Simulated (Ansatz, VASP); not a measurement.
## Ti in VASP and in Ansatz

POSCAR

```
Ti
1.0
    3.0384977962      0.0000000000      0.0000000000
   -1.5192488981      2.6314162809      0.0000000000
    0.0000000000      0.0000000000      4.8265800000
Ti
2
Direct
    0.3333333333      0.6666666667      0.2500000000
    0.6666666667      0.3333333333      0.7500000000
```

File INCAR.step1:

```
ALGO = Normal ; EDIFF = 1E-4
ENCUT = 520 ; GGA = PE
ISMEAR = 0 ; LASPH = True
LCHARG = False ; LREAL = False
LWAVE = True ; NBANDS = 19
NELM = 80 ; PREC = Accurate
SIGMA = 0.15
```

The input INCAR.step2:

```
ALGO = Normal ; EDIFF = 1E-7
ENCUT = 520 ; ISIF = 2
ISMEAR = 0 ; ISTART = 1
LASPH = True ; LCHARG = False
LMIXTAU = True ; LREAL = False
LWAVE = False ; METAGGA = R2SCAN
NBANDS = 19 ; NELM = 80
PREC = Accurate ; SIGMA = 0.15
```

File KPOINTS:

```
k-points
0
Gamma
  18 18 10
```

Input for Ansatz:

```yaml
crystal:
  lattice:
    - [3.0384977962, 0.0, 0.0]
    - [-1.5192488981, 2.6314162809, 0.0]
    - [0.0, 0.0, 4.82658]
  atoms:
    - { symbol: Ti, position: [0.3333333333, 0.6666666667, 0.25] }
    - { symbol: Ti, position: [0.6666666667, 0.3333333333, 0.75] }
basis:
  ecutwfc: 500
kpoints:
  mp_grid: { grid: [18, 18, 10] }
hamiltonian:
  xc: r2scan
scf:
  occupations: { method: gaussian, width: 0.15 }
output:
  forces: true
  stress: true
  eigenvalues: true
  write_density: true
  write_potential: true
  elf: true
  volumetric_format: npy
```

Change from the starting cell: strain +0.030 along x and y, +0.030 along z, atoms carried along.

Alike in both runs: task single point; functional r2SCAN; k mesh 18 × 18 × 10; occupations gaussian, width 0.15 eV; no spin polarisation.

|  | VASP | Ansatz |
| --- | --- | --- |
| version | VASP 6.6.1 | Ansatz 0.2.0 |
| potentials or method | VASP PAW PBE potentials, release 64 (Ti_sv), cutoff 520 eV | scalar-relativistic, plane waves, PAW |
| valence electrons in the cell | 24 | 24 |

```csv
,VASP,Ansatz,Ansatz less VASP
gap on the k mesh at the Fermi level (eV),none,none,-
pressure (GPa),-10.2,-10.5,-0.29
"traceless stress, the component that is largest in VASP (GPa)",-0.29,-0.31,-0.016
```

VASP's potentials were made for PBE, not for r2SCAN. A gap of «none» marks a metal or a gap that the smearing closes.
